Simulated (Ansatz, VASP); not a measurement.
# As: VASP beside Ansatz

```
As
1.0
     3.19550    0.00000    0.00000
    -1.59775    2.76738    0.00000
     0.00000    0.00000    4.87661
As
2
Cartesian
  0.0000 1.8449 1.2192
  1.5977 0.9225 3.6575
```

Alike in both runs: task single point; functional PBE; k mesh 13 × 13 × 8; occupations fermi-dirac, width 0.1 eV; no spin polarisation.

```csv
,VASP,Ansatz
version,VASP 6.6.1,Ansatz 0.2.0
potentials or method,"VASP PAW PBE potentials, release 64 (As), cutoff 520 eV","plane waves (420 eV) with PAW, scalar-relativistic"
valence electrons in the cell,10,30
```

|  | VASP | Ansatz | Ansatz less VASP |
| --- | --- | --- | --- |
| pressure (GPa) | -6.9 | -6.9 | +0.01 |
| traceless stress, the component that is largest in VASP (GPa) | 0.23 | 0.22 | -0.007 |

VASP's potentials hold 10 valence electrons a cell and Ansatz's 30, so a difference there can come from the potentials and not from the codes.
